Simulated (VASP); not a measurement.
# Ir (Fd-3m) in VASP: notebook

Runs on Ir. Level: PBE. Tasks: single point, relaxation of cell and atoms.

Program: VASP 6.6.1. These are calculated values, not measurements. Logs are shortened: lines on timing, memory, paths and dates and some standing lists are left out, and cuts for length are marked.

### 1 The cell of the first run

It takes space group Fd-3m (No. 227, cubic). Conventional cell: a = 5.523 Å, b = 5.523 Å, c = 5.523 Å, α = 90.00°, β = 90.00°, γ = 90.00°. Within 3.2 Å of Ir (site symmetry -43m) lie 4 Ir at 2.39 Å.

This isn't the form of Ir at room conditions, which is fcc.

### 2 Single point, PBE

File INCAR:

```
PREC     = Accurate       # precision mode
ENCUT    = 500            # plane-wave cutoff, eV
EDIFF    = 1E-6           # SCF threshold, eV
ISMEAR   = -1             # smearing method
SIGMA    = 0.1            # smearing width, eV
LREAL    = False          # projectors in reciprocal space
LASPH    = True           # aspherical terms in the spheres
NELM     = 120            # most SCF steps
ALGO     = Normal         # electronic algorithm
ISIF     = 2              # what is computed and relaxed
LWAVE    = False          # write WAVECAR
LCHARG   = False          # write CHGCAR
GGA      = PE             # functional
NBANDS   = 16             # bands
GGA_COMPAT= False
```

File KPOINTS:

```
Automatic mesh
0
Gamma
  7 7 7
```

File POSCAR:

```
Ir
1.0
    0.0000000000      2.7613486887      2.7613486887
    2.7613486887      0.0000000000      2.7613486887
    2.7613486887      2.7613486887      0.0000000000
Ir
2
Direct
    1.0000000000      1.0000000000      1.0000000000
    0.2500000000      0.2500000000      0.2500000000
```

Potentials or basis: VASP PAW PBE potentials, release 64 (Ir).

Started as:

```console
> cat potpaw_PBE.64/Ir/POTCAR > POTCAR
> mpirun -np 1 vasp_std > vasp.out
```

OUTCAR:

```text
PREC = Accurate
   ENCUT = 500
   EDIFF = 1E-6
   ISMEAR = -1
   LREAL = False
   LASPH = True
   NELM = 120
   ISIF = 2
   GGA = PE

 ion  position               nearest neighbor table
   1  0.000  0.000  0.000-   2 2.39   2 2.39   2 2.39   2 2.39
   2  0.250  0.250  0.250-   1 2.39   1 2.39   1 2.39   1 2.39

  LATTYP: Found a face centered cubic cell.
 ALAT       =     5.5226973774

  Lattice vectors:

 A1 = (   0.0000000000,   2.7613486887,   2.7613486887)
 A2 = (   2.7613486887,   0.0000000000,   2.7613486887)
 A3 = (   2.7613486887,   2.7613486887,   0.0000000000)

Analysis of symmetry for initial positions (statically):
=====================================================================
 Subroutine PRICEL returns:
 Original cell was already a primitive cell.

 Routine SETGRP: Setting up the symmetry group for a
 face centered cubic supercell.

 Subroutine GETGRP returns: Found 48 space group operations
 (whereof 24 operations were pure point group operations)
 out of a pool of 48 trial point group operations.

The static configuration has the point symmetry T_d .
 The point group associated with its full space group is O_h .

Analysis of symmetry for dynamics (positions and initial velocities):
=====================================================================
 Subroutine PRICEL returns:
 Original cell was already a primitive cell.

 Routine SETGRP: Setting up the symmetry group for a
 face centered cubic supercell.

 Subroutine GETGRP returns: Found 48 space group operations
 (whereof 24 operations were pure point group operations)
 out of a pool of 48 trial point group operations.

The dynamic configuration has the point symmetry T_d .
 The point group associated with its full space group is O_h .

 Subroutine INISYM returns: Found 48 space group operations
 (whereof 24 operations are pure point group operations),
 and found     1 'primitive' translations

----------------------------------------------------------------------------------------

                                     Primitive cell

  volume of cell :      42.1108

  direct lattice vectors                    reciprocal lattice vectors
     0.000000000  2.761348689  2.761348689    -0.181070939  0.181070939  0.181070939
     2.761348689  0.000000000  2.761348689     0.181070939 -0.181070939  0.181070939
     2.761348689  2.761348689  0.000000000     0.181070939  0.181070939 -0.181070939

  length of vectors
     3.905136766  3.905136766  3.905136766     0.313624066  0.313624066  0.313624066

  position of ions in fractional coordinates (direct lattice)
     0.000000000  0.000000000  0.000000000
     0.250000000  0.250000000  0.250000000

  ion indices of the primitive-cell ions
   primitive index   ion index
                 1           1
                 2           2

----------------------------------------------------------------------------------------

 KPOINTS: Automatic mesh

Automatic generation of k-mesh.
 Grid dimensions read from file:
 generate k-points for:    7    7    7

 Generating k-lattice:

  Cartesian coordinates                     Fractional coordinates (reciprocal lattice)
    -0.025867277  0.025867277  0.025867277     0.142857143  0.000000000  0.000000000
     0.025867277 -0.025867277  0.025867277     0.000000000  0.142857143  0.000000000
     0.025867277  0.025867277 -0.025867277     0.000000000  0.000000000  0.142857143

  Length of vectors
     0.044803438  0.044803438  0.044803438

  Shift w.r.t. Gamma in fractional coordinates (k-lattice)
     0.000000000  0.000000000  0.000000000

 Subroutine IBZKPT returns following result:
 ===========================================

 Found     20 irreducible k-points:

 Following reciprocal coordinates:
            Coordinates               Weight
  0.000000  0.000000  0.000000      1.000000
  0.142857  0.000000  0.000000      8.000000
  0.285714  0.000000  0.000000      8.000000
  0.428571  0.000000  0.000000      8.000000
  0.142857  0.142857  0.000000      6.000000
  0.285714  0.142857  0.000000     24.000000
[... 12 lines left out ...]
 -0.428571  0.428571  0.142857     24.000000
 -0.285714  0.428571  0.142857     24.000000
   k-points           NKPTS =     20   k-points in BZ     NKDIM =     20   number of bands    NBANDS=     16
   number of dos      NEDOS =    301   number of ions     NIONS =      2
   total plane-waves  NPLWV =  21952
   dimension x,y,z NGX =    28 NGY =   28 NGZ =   28
   dimension x,y,z NGXF=    56 NGYF=   56 NGZF=   56
   ions per type =               2
   NGX,Y,Z   is equivalent  to a cutoff of  11.92, 11.92, 11.92 a.u.
   NGXF,Y,Z  is equivalent  to a cutoff of  23.84, 23.84, 23.84 a.u.
 SYSTEM =  unknown system
   PREC   = accura    normal or accurate (medium, high low for compatibility)
   ISTART =      0    job   : 0-new  1-cont  2-samecut
   ICHARG =      2    charge: 1-file 2-atom 10-const
   ISPIN  =      1    spin polarized calculation?
   LNONCOLLINEAR =      F non collinear calculations
   LSORBIT =      F    spin-orbit coupling
   LASPH  =      T    aspherical Exc in radial PAW
   ENCUT  =  500.0 eV  36.75 Ry    6.06 a.u.   7.12  7.12  7.12*2*pi/ulx,y,z
   NELM   =    120;   NELMIN=  2; NELMDL= -5     # of ELM steps
   EDIFF  = 0.1E-05   stopping-criterion for ELM
   LREAL  =      F    real-space projection
   EDIFFG = 0.1E-04   stopping-criterion for IOM
   NSW    =      0    number of steps for IOM
   IBRION =     -1    ionic relax: 0-MD 1-quasi-New 2-CG
   NFREE  =      0    steps in history (QN), initial steepest desc. (CG)
   ISIF   =      2    stress and relaxation
   ISYM   =      2    0-nonsym 1-usesym 2-fastsym
   POTIM  = 0.5000    time-step for ionic-motion
   TEBEG  =    0.0;   TEEND  =   0.0 temperature during run
   PSTRESS=    0.0 pullay stress
   NELECT =      18.0000    total number of electrons
   NUPDOWN=      -1.0000    fix difference up-down
   EMIN   =  10.00;   EMAX   =-10.00  energy-range for DOS
   EFERMI =   0.00;   METHOD = LEGACY
   ISMEAR =    -1;   SIGMA  =   0.10  broadening in eV -4-tet -1-fermi 0-gaus
   EFERMI_NEDOS =   21; number of points for ismear=-14 and -15
   IALGO  =     38    algorithm
   IMIX   =      4    mixing-type and parameters
     AMIX     =   0.40;   BMIX     =  1.00
     AMIX_MAG =   1.60;   BMIX_MAG =  1.00
  volume/ion in A,a.u.               =      21.06       142.09
  Fermi-wavevector in a.u.,A,eV,Ry     =   1.233203  2.330415 20.691584  1.520789
  Thomas-Fermi vector in A             =   2.367942
   LORBIT       =      0    0 simple, 1 ext, 2 COOP (PROOUT), +10 PAW based schemes
   GGA     = PE    functional components
   LHFCALC =     F    Hartree Fock is set to
   AEXX    =    0.0000 exact exchange contribution
   IVDW    =     0    specifies the selected vdW correction
   LEPSILON=     F    determine dielectric tensor
   LRPA    =     F    only Hartree local field effects (RPA)
 non-spin polarized calculation
  energy-cutoff  :      500.00
  volume of cell :       42.11
 maximum number of plane-waves:      1078
   NGX = 15   NGY = 15   NGZ = 15

 number of electron      18.0000000 magnetization

 Free energy of the ion-electron system (eV)
  ---------------------------------------------------
  ext. energy  EPLUGINS =         0.00000000
  ---------------------------------------------------
  free energy    TOTEN  =       -15.73415193 eV

  energy without entropy =      -15.67177671  energy(sigma->0) =      -15.70296432

 E-fermi :   5.4946     XC(G=0): -11.2905

 val. band max:        5.4347596759   @ k =   0.4286   0.2857   0.0000
 cond. band min:       5.5200585732   @ k =   0.4286   0.1429   0.0000
 fundamental gap:      0.0852988973
 Fermi energy:         5.4945553345

 k-point     1 :       0.0000    0.0000    0.0000
  band No.  band energies     occupation
      1      -2.6665      2.00000
      2       0.2846      2.00000
      3       0.2846      2.00000
      4       0.7122      2.00000
      5       0.7122      2.00000
      6       0.7122      2.00000
[... 8 lines left out ...]
     15      18.0341      0.00000
     16      18.0341      0.00000

 k-point     2 :       0.1429    0.0000    0.0000
  band No.  band energies     occupation
      1      -2.3131      2.00000
      2       0.1126      2.00000
      3       0.1126      2.00000
      4       0.6728      2.00000
      5       1.0031      2.00000
      6       1.0031      2.00000
[... 8 lines left out ...]
     15      17.0486      0.00000
     16      17.8470      0.00000

 k-point     3 :       0.2857    0.0000    0.0000
  band No.  band energies     occupation
      1      -1.4176      2.00000
      2       0.0892      2.00000
      3       0.0892      2.00000
      4       0.5874      2.00000
      5       1.1430      2.00000
      6       1.1430      2.00000
[... 8 lines left out ...]
     15      15.4581      0.00000
     16      18.9068      0.00000

 k-point     4 :       0.4286    0.0000    0.0000
  band No.  band energies     occupation
      1      -0.5752      2.00000
      2       0.3441      2.00000
      3       0.3441      2.00000
      4       0.4348      2.00000
      5       0.8232      2.00000
      6       0.8232      2.00000
[... 8 lines left out ...]
     15      15.1968      0.00000
     16      18.9357      0.00000
[... 248 lines left out ...]
 k-point    18 :      -0.4286    0.2857    0.1429
  band No.  band energies     occupation
      1      -0.3414      2.00000
      2      -0.2198      2.00000
      3       0.2085      2.00000
      4       0.6452      2.00000
      5       1.2659      2.00000
      6       1.7760      2.00000
[... 8 lines left out ...]
     15      16.6948      0.00000
     16      19.4592      0.00000

 k-point    19 :      -0.4286    0.4286    0.1429
  band No.  band energies     occupation
      1      -0.4738      2.00000
      2      -0.2250      2.00000
      3       0.5048      2.00000
      4       0.6387      2.00000
      5       1.7219      2.00000
      6       2.0091      2.00000
[... 8 lines left out ...]
     15      16.8951      0.00000
     16      17.5025      0.00000

 k-point    20 :      -0.2857    0.4286    0.1429
  band No.  band energies     occupation
      1      -0.5005      2.00000
      2      -0.2794      2.00000
      3       0.5992      2.00000
      4       0.6099      2.00000
      5       1.6546      2.00000
      6       2.4543      2.00000
[... 8 lines left out ...]
     15      17.4384      0.00000
     16      19.9727      0.00000

------------------------ aborting loop because EDIFF is reached ----------------------------------------

  FORCE on cell =-STRESS in cart. coord.  units (eV):
  Direction    XX          YY          ZZ          XY          YZ          ZX
  --------------------------------------------------------------------------------------
  -------------------------------------------------------------------------------------
  Total        1.1882090      1.1882090      1.1882090      0.0000000      0.0000000     -0.0000000
  in kB       45.2074145     45.2074145     45.2074145      0.0000000      0.0000000     -0.0000000
  external PRESSURE =      45.2074145 kB  Pullay stress =       0.0000000 kB

 VOLUME and BASIS-vectors are now :
 -----------------------------------------------------------------------------
  energy-cutoff  :      500.00
  volume of cell :       42.11
      direct lattice vectors                 reciprocal lattice vectors
     0.000000000  2.761348689  2.761348689    -0.181070939  0.181070939  0.181070939
     2.761348689  0.000000000  2.761348689     0.181070939 -0.181070939  0.181070939
     2.761348689  2.761348689  0.000000000     0.181070939  0.181070939 -0.181070939

 POSITION                                       TOTAL-FORCE (eV/Angst)
 -----------------------------------------------------------------------------------
      0.00000      0.00000      0.00000         0.000000      0.000000      0.000000
      1.38067      1.38067      1.38067        -0.000000     -0.000000     -0.000000
 -----------------------------------------------------------------------------------
    total drift:                                0.000000      0.000000      0.000000

  FREE ENERGIE OF THE ION-ELECTRON SYSTEM (eV)
  ---------------------------------------------------
  free  energy   TOTEN  =       -15.7341519290 eV

  energy  without entropy=      -15.6717767064  energy(sigma->0) =      -15.70296432
```

Run time: 7.3 s. Hardware: 1 thread of AMD EPYC 9R45 (Zen 5), shared host; peak memory 0.13 GiB.

What came out:

| Property | Result |
| --- | --- |
| Free energy | -15.7342 eV |
| Pressure | 4.5 GPa |
| Band gap on the k mesh | zero (bands 9 and 10 overlap by 1.46 eV) |

Caveat: the cell stands under pressure; spin-orbit coupling is left out, which moves the levels of the heavy elements.

### 3 Single point, PBE

This run uses another cell than the first one, of 20.58 Å³/atom.

File INCAR:

```
SYSTEM = Ir
ALGO = Normal
EDIFF = 1E-6
ENCUT = 500
GGA = PE
GGA_COMPAT = .False.
ISIF = 2
ISMEAR = -1
LASPH = .True.
LCHARG = .False.
LREAL = .False.
LWAVE = .False.
NBANDS = 16
NELM = 120
PREC = Accurate
SIGMA = 0.1
```

File KPOINTS:

```
k-points
0
Gamma
  7 7 7
  0 0 0
```

File POSCAR:

```
Ir
1.0
    0.0000000000      2.7405874874      2.7405874874
    2.7405874874      0.0000000000      2.7405874874
    2.7405874874      2.7405874874      0.0000000000
Ir
2
Direct
    1.0000000000      1.0000000000      1.0000000000
    0.2500000000      0.2500000000      0.2500000000
```

Potentials or basis: VASP PAW PBE potentials, release 64 (Ir).

Started as:

```console
> cat potpaw_PBE.64/Ir/POTCAR > POTCAR
> mpirun -np 1 vasp_std > vasp.out
```

Run time: 7.4 s. Hardware: 1 thread of AMD EPYC 9R45 (Zen 5), shared host; peak memory 0.13 GiB.

Results (log left out):

```
Free energy            : -15.6931 eV
Pressure               : 9.4 GPa
Band gap on the k mesh : zero (bands 9 and 10 overlap by 1.50 eV)
```

Levels at points of the mesh, in eV from the Fermi level:
```
           k point  band 5  band 6  band 7  band 8  band 9  band 10  band 11  band 12  band 13  band 14
(0.00, 0.00, 0.00)   -4.91   -4.91   -1.86   -1.86   -1.86     0.87     0.87    11.03    11.09    12.62
```

Caveat: the cell stands under pressure; spin-orbit coupling is left out, which moves the levels of the heavy elements.

### 4 Relaxation of cell and atoms, PBE

This run uses another cell than the first one, of 18.30 Å³/atom.

File INCAR:

```
ALGO = Normal
EDIFF = 1E-7
EDIFFG = -0.03
ENCUT = 500
GGA = PE
GGA_COMPAT = F
IBRION = 2
ISIF = 3
ISMEAR = -1
LASPH = T
LCHARG = F
LREAL = F
LWAVE = F
NELM = 120
NELMIN = 4
NSW = 60
PREC = Accurate
SIGMA = 0.1
```

File KPOINTS:

```
k-points
0
Gamma
  7 7 7
```

File POSCAR:

```
Ir
1.0
    0.0000000000      2.6350000000      2.6350000000
    2.6350000000      0.0000000000      2.6350000000
    2.6350000000      2.6350000000      0.0000000000
Ir
2
Direct
    1.0000000000      1.0000000000      1.0000000000
    0.2500000000      0.2500000000      0.2500000000
```

Started as:

```console
> cat potpaw_PBE.64/Ir/POTCAR > POTCAR
> mpirun -np 1 vasp_std > vasp.out
```

Run time: 30 s. Hardware: 1 thread of AMD EPYC 9R45 (Zen 5), shared host; peak memory 0.13 GiB.

It converged, with:

```yaml
Free_energy: -15.7450 eV
Relaxed_volume: 21.55 Å³/atom
Relaxed_cell: a = 3.936 Å, b = 3.936 Å, c = 3.936 Å, α = 60.00°, β = 60.00°, γ = 60.00°
Space_group_after_relaxing_to_0.1_Å: Fd-3m (No. 227)
Pressure_after_relaxing: 0.0 GPa
Band_gap_on_the_k_mesh: zero (bands 9 and 10 overlap by 1.42 eV)
```

Final structure:
```xyz
2
Lattice="0.0000 2.7830 2.7830 2.7830 0.0000 2.7830 2.7830 2.7830 0.0000" Properties=species:S:1:pos:R:3 pbc="T T T"
Ir    0.0000    0.0000    0.0000
Ir    1.3915    1.3915    1.3915
```

Levels at points of the mesh, in eV from the Fermi level:
```
           k point  band 5  band 6  band 7  band 8  band 9  band 10  band 11  band 12  band 13
(0.00, 0.00, 0.00)   -4.65   -4.65   -1.74   -1.74   -1.74     0.78     0.78    10.85    10.93
```

Caveat: the volume moved by over 15 % at a fixed basis, so the end points are rough; spin-orbit coupling is left out, which moves the levels of the heavy elements.

### 5 The runs side by side

```tsv
task	cell	gap on the mesh (eV)	pressure (GPa)
single point	a = 3.905 Å, angles 60.0°, 2 atoms	none	4.5
single point	a = 3.876 Å, angles 60.0°, 2 atoms	none	9.4
relaxation of cell and atoms	relaxed from a = 3.726 Å, angles 60.0°, 2 atoms	none	0.0
```

Alike in all rows: level PBE; potentials or basis VASP PAW PBE potentials, release 64 (Ir); no spin polarisation; k mesh 7 × 7 × 7; cutoff (eV) 500; smearing fermi-dirac 0.1 eV.

Caveats: spin-orbit coupling is left out, which moves the levels of the heavy elements; the cell stands under pressure (at least some runs); the volume moved by over 15 % at a fixed basis, so the end points are rough (at least some runs).

Total energies depend on the potentials used, so only differences within one code and one set of settings carry meaning.
